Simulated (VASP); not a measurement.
# Ti2Tl (P6/mmm) in VASP: notebook

Ti2Tl is run at these levels: PBE; tasks: single point, relaxation of cell and atoms.

Program: VASP 6.6.1. These are calculated values, not measurements. Logs are shortened: lines on timing, memory, paths and dates and some standing lists are left out, and cuts for length are marked.

## Step 1: The cell of the first run

The structure is hexagonal, space group P6/mmm (No. 191). The conventional cell has a = 3.878 Å, b = 3.878 Å, c = 4.187 Å, α = 90.00°, β = 90.00°, γ = 120.00°. Ti (site symmetry -6m2) has 3 Ti at 2.24 Å and 6 Tl at 3.07 Å within 3.1 Å. Within 4.0 Å of Tl (site symmetry 6/mmm) lie 12 Ti at 3.07 Å and 6 Tl at 3.88 Å.

## Step 2: Single point, PBE

INCAR reads:

```
PREC = Accurate
ENCUT = 520
EDIFF = 1E-6
ISMEAR = 0
SIGMA = 0.1
LREAL = False
LASPH = True
NELM = 100
ALGO = Normal
ISIF = 2
LWAVE = False
LCHARG = False
GGA = PE
NBANDS = 26
```

KPOINTS reads:

```
Automatic mesh
0
Gamma
  6 6 4
```

POSCAR reads:

```
Ti2Tl
1.0
    3.8777582045      0.0000000000      0.0000000000
   -1.9388791023      3.3582371149      0.0000000000
    0.0000000000      0.0000000000      4.1869482275
Ti Tl
2 1
Direct
    0.3333333333      0.6666666667      0.5000000000
    0.6666666667      0.3333333333      0.5000000000
    0.0000000000      0.0000000000      0.0000000000
```

Potentials or basis: VASP PAW PBE potentials, release 64 (Ti_sv, Tl_d).

Started as:

```console
$ cat potpaw_PBE.64/Ti_sv/POTCAR potpaw_PBE.64/Tl_d/POTCAR > POTCAR
$ mpirun -np 1 vasp_std > vasp.out
```

OUTCAR:

```text
PREC = Accurate
   ENCUT = 520
   EDIFF = 1E-6
   ISMEAR = 0
   LREAL = False
   LASPH = True
   NELM = 100
   ISIF = 2
   GGA = PE

 ion  position               nearest neighbor table
   1  0.333  0.667  0.500-   2 2.24   2 2.24   2 2.24   3 3.07   3 3.07   3 3.07   3 3.07   3 3.07
                             3 3.07
   2  0.667  0.333  0.500-   1 2.24   1 2.24   1 2.24   3 3.07   3 3.07   3 3.07   3 3.07   3 3.07
                             3 3.07
   3  0.000  0.000  0.000-   1 3.07   2 3.07   1 3.07   2 3.07   2 3.07   2 3.07   1 3.07   1 3.07
                             2 3.07   2 3.07   1 3.07   1 3.07

  LATTYP: Found a hexagonal cell.
 ALAT       =     3.8777582045
 C/A-ratio  =     1.0797342193

  Lattice vectors:

 A1 = (   3.8777582045,   0.0000000000,   0.0000000000)
 A2 = (  -1.9388791023,   3.3582371149,   0.0000000000)
 A3 = (   0.0000000000,   0.0000000000,   4.1869482275)

Analysis of symmetry for initial positions (statically):
=====================================================================
 Subroutine PRICEL returns:
 Original cell was already a primitive cell.

 Routine SETGRP: Setting up the symmetry group for a
 hexagonal supercell.

 Subroutine GETGRP returns: Found 24 space group operations
 (whereof 24 operations were pure point group operations)
 out of a pool of 24 trial point group operations.

The static configuration has the point symmetry D_6h.

Analysis of symmetry for dynamics (positions and initial velocities):
=====================================================================
 Subroutine PRICEL returns:
 Original cell was already a primitive cell.

 Routine SETGRP: Setting up the symmetry group for a
 hexagonal supercell.

 Subroutine GETGRP returns: Found 24 space group operations
 (whereof 24 operations were pure point group operations)
 out of a pool of 24 trial point group operations.

The dynamic configuration has the point symmetry D_6h.

 Subroutine INISYM returns: Found 24 space group operations
 (whereof 24 operations are pure point group operations),
 and found     1 'primitive' translations

----------------------------------------------------------------------------------------

                                     Primitive cell

  volume of cell :      54.5242

  direct lattice vectors                    reciprocal lattice vectors
     3.877758205  0.000000000  0.000000000     0.257880958  0.148887640  0.000000000
    -1.938879102  3.358237115  0.000000000     0.000000000  0.297775281  0.000000000
     0.000000000  0.000000000  4.186948228     0.000000000  0.000000000  0.238837441

  length of vectors
     3.877758205  3.877758205  4.186948228     0.297775281  0.297775281  0.238837441

  position of ions in fractional coordinates (direct lattice)
     0.333333333  0.666666667  0.500000000
     0.666666667  0.333333333  0.500000000
     0.000000000  0.000000000  0.000000000

  ion indices of the primitive-cell ions
   primitive index   ion index
                 1           1
                 2           2
                 3           3

----------------------------------------------------------------------------------------

 KPOINTS: Automatic mesh

Automatic generation of k-mesh.
 Grid dimensions read from file:
 generate k-points for:    6    6    4

 Generating k-lattice:

  Cartesian coordinates                     Fractional coordinates (reciprocal lattice)
     0.042980160  0.024814607  0.000000000     0.166666667  0.000000000  0.000000000
     0.000000000  0.049629213  0.000000000     0.000000000  0.166666667  0.000000000
     0.000000000  0.000000000  0.059709360     0.000000000  0.000000000  0.250000000

  Length of vectors
     0.049629213  0.049629213  0.059709360

  Shift w.r.t. Gamma in fractional coordinates (k-lattice)
     0.000000000  0.000000000  0.000000000

 Subroutine IBZKPT returns following result:
 ===========================================

 Found     21 irreducible k-points:

 Following reciprocal coordinates:
            Coordinates               Weight
  0.000000  0.000000  0.000000      1.000000
  0.166667 -0.000000  0.000000      6.000000
  0.333333  0.000000  0.000000      6.000000
  0.500000  0.000000  0.000000      3.000000
  0.166667  0.166667  0.000000      6.000000
  0.333333  0.166667  0.000000     12.000000
[... 13 lines left out ...]
  0.333333  0.166667  0.500000     12.000000
  0.333333  0.333333  0.500000      2.000000
   k-points           NKPTS =     21   k-points in BZ     NKDIM =     21   number of bands    NBANDS=     26
   number of dos      NEDOS =    301   number of ions     NIONS =      3
   total plane-waves  NPLWV =  28800
   dimension x,y,z NGX =    30 NGY =   30 NGZ =   32
   dimension x,y,z NGXF=    60 NGYF=   60 NGZF=   64
   ions per type =               2   1
   NGX,Y,Z   is equivalent  to a cutoff of  12.86, 12.86, 12.71 a.u.
   NGXF,Y,Z  is equivalent  to a cutoff of  25.72, 25.72, 25.41 a.u.
 SYSTEM =  unknown system
[... 61 lines left out ...]
 cond. band min:       9.1542441772   @ k =   0.3333   0.1667   0.0000
 fundamental gap:      0.0451039079
 Fermi energy:         9.1264529861

 k-point     1 :       0.0000    0.0000    0.0000
  band No.  band energies     occupation
      1     -47.4081      2.00000
      2     -46.4934      2.00000
      3     -24.3237      2.00000
      4     -24.3237      2.00000
      5     -23.6449      2.00000
      6     -23.0098      2.00000
[... 18 lines left out ...]
     25      12.4122      0.00000
     26      14.9765      0.00000

 k-point     2 :       0.1667   -0.0000    0.0000
  band No.  band energies     occupation
      1     -47.3572      2.00000
      2     -46.5509      2.00000
      3     -24.3741      2.00000
      4     -24.2360      2.00000
      5     -23.6084      2.00000
      6     -23.0480      2.00000
[... 18 lines left out ...]
     25      13.3588      0.00000
     26      13.6527      0.00000

 k-point     3 :       0.3333    0.0000    0.0000
  band No.  band energies     occupation
      1     -47.2241      2.00000
      2     -46.6968      2.00000
      3     -24.4666      2.00000
      4     -24.0314      2.00000
      5     -23.5136      2.00000
      6     -23.1463      2.00000
[... 18 lines left out ...]
     25      13.7270      0.00000
     26      13.8599      0.00000

 k-point     4 :       0.5000    0.0000    0.0000
  band No.  band energies     occupation
      1     -47.1157      2.00000
      2     -46.8116      2.00000
      3     -24.5096      2.00000
      4     -23.9031      2.00000
      5     -23.4371      2.00000
      6     -23.2244      2.00000
[... 18 lines left out ...]
     25      13.5920      0.00000
     26      14.6549      0.00000

 k-point     5 :       0.1667    0.1667    0.0000
  band No.  band energies     occupation
      1     -47.2634      2.00000
      2     -46.6543      2.00000
      3     -24.4656      2.00000
      4     -24.0548      2.00000
      5     -23.5414      2.00000
      6     -23.1175      2.00000
[... 18 lines left out ...]
     25      12.9468      0.00000
     26      14.5394      0.00000

 k-point     6 :       0.3333    0.1667    0.0000
  band No.  band energies     occupation
      1     -47.1158      2.00000
      2     -46.8115      2.00000
      3     -24.5573      2.00000
      4     -23.7873      2.00000
      5     -23.4370      2.00000
      6     -23.2246      2.00000
[... 340 lines left out ...]
 k-point    18 :       0.5000    0.0000    0.5000
  band No.  band energies     occupation
      1     -47.1154      2.00000
      2     -46.8113      2.00000
      3     -24.5096      2.00000
      4     -23.9003      2.00000
      5     -23.4448      2.00000
      6     -23.2325      2.00000
[... 18 lines left out ...]
     25      13.1775      0.00000
     26      13.5441      0.00000

 k-point    19 :       0.1667    0.1667    0.5000
  band No.  band energies     occupation
      1     -47.2630      2.00000
      2     -46.6541      2.00000
      3     -24.4645      2.00000
      4     -24.0546      2.00000
      5     -23.5526      2.00000
      6     -23.1237      2.00000
[... 18 lines left out ...]
     25      12.6069      0.00000
     26      12.7795      0.00000

 k-point    20 :       0.3333    0.1667    0.5000
  band No.  band energies     occupation
      1     -47.1155      2.00000
      2     -46.8113      2.00000
      3     -24.5555      2.00000
      4     -23.7867      2.00000
      5     -23.4453      2.00000
      6     -23.2319      2.00000
[... 18 lines left out ...]
     25      13.1795      0.00000
     26      13.2499      0.00000

 k-point    21 :       0.3333    0.3333    0.5000
  band No.  band energies     occupation
      1     -46.9650      2.00000
      2     -46.9650      2.00000
      3     -24.6139      2.00000
      4     -23.3765      2.00000
      5     -23.3765      2.00000
      6     -23.3388      2.00000
[... 18 lines left out ...]
     25      12.8163      0.00000
     26      13.0902      0.00000

------------------------ aborting loop because EDIFF is reached ----------------------------------------

  FORCE on cell =-STRESS in cart. coord.  units (eV):
  Direction    XX          YY          ZZ          XY          YZ          ZX
  --------------------------------------------------------------------------------------
  -------------------------------------------------------------------------------------
  Total        7.3454838      7.3454838     -2.5868464     -0.0000000      0.0000000      0.0000000
  in kB      215.8446641    215.8446641    -76.0136442     -0.0000000      0.0000000      0.0000000
  external PRESSURE =     118.5585613 kB  Pullay stress =       0.0000000 kB

 VOLUME and BASIS-vectors are now :
 -----------------------------------------------------------------------------
  energy-cutoff  :      520.00
  volume of cell :       54.52
      direct lattice vectors                 reciprocal lattice vectors
     3.877758205  0.000000000  0.000000000     0.257880958  0.148887640  0.000000000
    -1.938879102  3.358237115  0.000000000     0.000000000  0.297775281  0.000000000
     0.000000000  0.000000000  4.186948228     0.000000000  0.000000000  0.238837441

 POSITION                                       TOTAL-FORCE (eV/Angst)
 -----------------------------------------------------------------------------------
     -0.00000      2.23882      2.09347        -0.000000      0.000000      0.000000
      1.93888      1.11941      2.09347         0.000000     -0.000000     -0.000000
      0.00000      0.00000      0.00000         0.000000      0.000000      0.000000
 -----------------------------------------------------------------------------------
    total drift:                                0.000000     -0.000000      0.000000

  FREE ENERGIE OF THE ION-ELECTRON SYSTEM (eV)
  ---------------------------------------------------
  free  energy   TOTEN  =       -14.5791133890 eV

  energy  without entropy=      -14.5500072126  energy(sigma->0) =      -14.56456030
```

It took 16 s on 1 thread of Intel Xeon 6975P-C (Granite Rapids), shared host; peak memory 0.18 GiB.

Results:

```yaml
Free_energy: -14.5791 eV
Pressure: 11.9 GPa
Band_gap_on_the_k_mesh: zero (an odd number of electrons rules out a gap without spin polarisation)
```

Caveat: the k points lie up to 0.38 Å⁻¹ apart, too coarse for converged energies and pressures of a metal; spin-orbit coupling is left out, which moves the levels of the heavy elements.

## Step 3: Single point, PBE

This run uses another cell than the first one, of 18.94 Å³/atom.

INCAR reads:

```
SYSTEM = Ti2Tl
PREC = Accurate
ENCUT = 520
EDIFF = 1E-7
ISMEAR = 0
SIGMA = 0.1
LREAL = .False.
LASPH = .True.
NELM = 80
ALGO = Normal
ISIF = 2
LWAVE = .False.
LCHARG = .False.
GGA = PE
NBANDS = 26
```

KPOINTS reads:

```
Automatic mesh
0
Gamma
  6 6 4
  0 0 0
```

POSCAR reads:

```
Ti2Tl
1.0
    4.7801298653      0.0000000000      0.0000000000
   -2.3900649327      4.1397138967      0.0000000000
    0.0000000000      0.0000000000      2.8713203707
Ti Tl
2 1
Direct
    0.3333333333      0.6666666667      0.5000000000
    0.6666666667      0.3333333333      0.5000000000
    0.0000000000      0.0000000000      0.0000000000
```

Potentials or basis: VASP PAW PBE potentials, release 64 (Ti_sv, Tl_d).

Started as:

```console
$ cat potpaw_PBE.64/Ti_sv/POTCAR potpaw_PBE.64/Tl_d/POTCAR > POTCAR
$ mpirun -np 1 vasp_std > vasp.out
```

It took 16 s on 1 thread of Intel Xeon 6975P-C (Granite Rapids), shared host; peak memory 0.19 GiB.

Results (log left out):

| Property | Result |
| --- | --- |
| Free energy | -17.1322 eV |
| Pressure | 0.1 GPa |
| Band gap on the k mesh | zero (an odd number of electrons rules out a gap without spin polarisation) |

Levels at points of the mesh, in eV from the Fermi level:
```tsv
k point	band 14	band 15	band 16	band 17	band 18	band 19	band 20	band 21	band 22	band 23
(0.00, 0.00, 0.00)	-9.48	-2.15	-2.15	-1.17	-0.33	0.15	0.15	1.82	1.82	1.99
(0.50, 0.00, 0.00)	-8.40	-4.78	-1.60	-1.40	-0.55	-0.32	-0.22	1.75	1.84	2.29
(0.00, 0.00, 0.50)	-4.52	-4.01	-0.80	-0.80	0.13	0.13	1.04	1.04	1.08	1.08
(0.50, 0.00, 0.50)	-4.52	-2.76	-2.15	-1.58	-0.05	-0.02	0.30	1.66	1.72	2.45
```

Caveat: the k points lie up to 0.55 Å⁻¹ apart, too coarse for converged energies and pressures of a metal; spin-orbit coupling is left out, which moves the levels of the heavy elements.

## Step 4: Single point, PBE

This run uses another cell than the first one, of 19.00 Å³/atom.

INCAR reads:

```
SYSTEM = Ti2Tl
PREC = Accurate
ENCUT = 520
EDIFF = 1E-7
ISMEAR = 0
SIGMA = 0.1
LREAL = .FALSE.
LASPH = .TRUE.
NELM = 100
ALGO = Fast
ISIF = 2
LWAVE = .FALSE.
LCHARG = .FALSE.
GGA = PE
NBANDS = 26
```

KPOINTS reads:

```
Automatic mesh
0
G
  6 6 6
  0 0 0
```

POSCAR reads:

```
Ti2Tl
1.0
    4.7463143017      0.0000000000      0.0000000000
   -2.3731571509      4.1104287596      0.0000000000
    0.0000000000      0.0000000000      2.9211918812
Ti Tl
2 1
Direct
    0.3333333333      0.6666666667      0.5000000000
    0.6666666667      0.3333333333      0.5000000000
    0.0000000000      0.0000000000      0.0000000000
```

Started as:

```console
$ cat potpaw_PBE.64/Ti_sv/POTCAR potpaw_PBE.64/Tl_d/POTCAR > POTCAR
$ mpirun -np 1 vasp_std > vasp.out
```

Run time: 66 s. Hardware: 1 thread of Intel Xeon 6975P-C (Granite Rapids), shared host; peak memory 0.19 GiB.

Results (log left out):

```yaml
Free_energy: -17.0691 eV
Pressure: 0.1 GPa
Band_gap_on_the_k_mesh: zero (an odd number of electrons rules out a gap without spin polarisation)
```

Stress tensor (GPa, compression positive):
```
0.09 0.00 0.00
0.00 0.09 0.00
0.00 0.00 0.01
```

Levels at points of the mesh, in eV from the Fermi level:
```csv
k point,band 16,band 17,band 18,band 19,band 20,band 21
"(0.00, 0.00, 0.00)",-2.06,-1.10,-0.20,0.18,0.18,1.69
"(0.50, 0.00, 0.00)",-1.49,-1.33,-0.49,-0.30,-0.16,1.62
"(0.00, 0.00, 0.50)",-0.73,-0.73,0.19,0.19,0.98,0.98
"(0.50, 0.00, 0.50)",-2.12,-1.63,-0.10,-0.07,0.23,1.76
```

Caveat: spin-orbit coupling is left out, which moves the levels of the heavy elements.

## Step 5: Relaxation of cell and atoms, PBE

INCAR reads:

```
PREC     = Accurate       # precision mode
ENCUT    = 600            # plane-wave cutoff, eV
EDIFF    = 1E-6           # SCF threshold, eV
ISMEAR   = 0              # smearing method
SIGMA    = 0.1            # smearing width, eV
LREAL    = F              # projectors in reciprocal space
LASPH    = T              # aspherical terms in the spheres
NELM     = 80             # most SCF steps
ALGO     = Normal         # electronic algorithm
ISIF     = 3              # what is computed and relaxed
LWAVE    = F              # write WAVECAR
LCHARG   = F              # write CHGCAR
GGA      = PE             # functional
IBRION   = 2              # ionic algorithm
NSW      = 90             # ionic steps
EDIFFG   = -0.04          # ionic threshold
```

KPOINTS reads:

```
Automatic mesh
0
Gamma
  6 6 4
```

POSCAR reads:

```
Ti2Tl
1.0
    3.8777582045      0.0000000000      0.0000000000
   -1.9388791023      3.3582371149      0.0000000000
    0.0000000000      0.0000000000      4.1869482275
Ti Tl
2 1
Direct
    0.3333333333      0.6666666667      0.5000000000
    0.6666666667      0.3333333333      0.5000000000
    0.0000000000      0.0000000000      0.0000000000
```

Started as:

```console
$ cat potpaw_PBE.64/Ti_sv/POTCAR potpaw_PBE.64/Tl_d/POTCAR > POTCAR
$ mpirun -np 1 vasp_std > vasp.out
```

Wall time 3.3 min (1 thread of Intel Xeon 6975P-C (Granite Rapids), shared host); peak memory 0.22 GiB.

It converged, with:

```yaml
Free_energy: -17.1197 eV
Relaxed_volume: 18.94 Å³/atom
Relaxed_cell: a = 4.780 Å, b = 4.780 Å, c = 2.873 Å, α = 90.00°, β = 90.00°, γ = 120.00°
Space_group_after_relaxing_to_0.1_Å: P6/mmm (No. 191)
Pressure_after_relaxing: 0.0 GPa
Band_gap_on_the_k_mesh: zero (an odd number of electrons rules out a gap without spin polarisation)
```

Stress tensor (GPa, compression positive):
```
-0.09  0.00  0.00
 0.00 -0.09  0.00
 0.00  0.00  0.15
```

Final structure:
```cif
data_structure
_symmetry_space_group_name_H-M 'P 1'
_symmetry_Int_Tables_number 1
_cell_length_a 4.7795
_cell_length_b 4.7795
_cell_length_c 2.8727
_cell_angle_alpha 90.000
_cell_angle_beta 90.000
_cell_angle_gamma 120.000
_cell_volume 56.83
loop_
_atom_site_label
_atom_site_type_symbol
_atom_site_fract_x
_atom_site_fract_y
_atom_site_fract_z
_atom_site_occupancy
Ti1 Ti 0.33333 0.66667 0.50000 1
Ti2 Ti 0.66667 0.33333 0.50000 1
Tl1 Tl 0.00000 0.00000 0.00000 1
```

Levels at points of the mesh, in eV from the Fermi level:
```csv
k point,band 16,band 17,band 18,band 19,band 20,band 21
"(0.00, 0.00, 0.00)",-2.15,-1.17,-0.32,0.15,0.15,1.81
"(0.50, 0.00, 0.00)",-1.60,-1.39,-0.55,-0.32,-0.22,2.29
"(0.00, 0.00, 0.50)",-0.79,-0.79,0.13,0.13,1.04,1.08
"(0.50, 0.00, 0.50)",-2.15,-1.58,-0.05,-0.02,0.30,1.66
```

Caveat: the k points lie up to 0.55 Å⁻¹ apart in the final cell, too coarse for converged energies and pressures of a metal; a cell axis changed by over 15 % at a fixed basis, so the end point is rough; spin-orbit coupling is left out, which moves the levels of the heavy elements.

## Step 6: Overview

| task | cell | k mesh | cutoff (eV) | gap on the mesh (eV) | pressure (GPa) |
| --- | --- | --- | --- | --- | --- |
| single point | a = 3.878, b = 3.878, c = 4.187 Å, angles 90.0, 90.0, 120.0°, 3 atoms | 6 × 6 × 4 | 520 | none | 11.9 |
| single point | a = 4.780, b = 4.780, c = 2.871 Å, angles 90.0, 90.0, 120.0°, 3 atoms | 6 × 6 × 4 | 520 | none | 0.1 |
| single point | a = 4.746, b = 4.746, c = 2.921 Å, angles 90.0, 90.0, 120.0°, 3 atoms | 6 × 6 × 6 | 520 | none | 0.1 |
| relaxation of cell and atoms | relaxed from a = 3.878, b = 3.878, c = 4.187 Å, angles 90.0, 90.0, 120.0°, 3 atoms | 6 × 6 × 4 | 600 | none | 0.0 |

Alike in all rows: level PBE; potentials or basis VASP PAW PBE potentials, release 64 (Ti_sv, Tl_d); no spin polarisation; smearing gaussian 0.1 eV.

Caveats: some runs use coarse meshes; spin-orbit coupling is left out, which moves the levels of the heavy elements; a cell axis changed by over 15 % at a fixed basis, so the end point is rough (at least some runs).

Total energies depend on the potentials used, so only differences within one code and one set of settings carry meaning.
